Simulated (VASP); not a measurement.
ZnS:

```
Zn S
1.0
     3.86115    0.00000    0.00000
    -1.93058    3.34385    0.00000
     0.00000    0.00000    6.31604
Zn S
2 2
Direct
  0.66667 0.33333 0.50000
  0.33333 0.66667 0.00000
  0.66667 0.33333 0.88500
  0.33333 0.66667 0.38500
```

Base run:

| Item | Value |
| --- | --- |
| Program | VASP 6.6.1 |
| Functional | r2SCAN |
| Dispersion | D4 |
| Potentials or basis | VASP PAW PBE potentials, release 64 (Zn, S) |
| Cutoff | 520 eV |
| k mesh | 8 × 8 × 5 |
| Occupations | fermi-dirac, width 0.05 eV |
| Spin | no spin polarisation |

Its results: band gap on the k mesh 2.63 eV; pressure -3.5 GPa; largest force 0.261 eV/Å.

The run is repeated on the same cell with these changes: functional from r2SCAN to RPBE; dispersion from D4 to none. What comes out?

Band gap on the k mesh 2.24 eV; pressure 2.1 GPa; largest force 0.283 eV/Å.

Several settings changed at once.

Caveats: the PAW data sets were made with another functional, which shifts forces and pressure a little; the cell stands under tension (at least some runs).

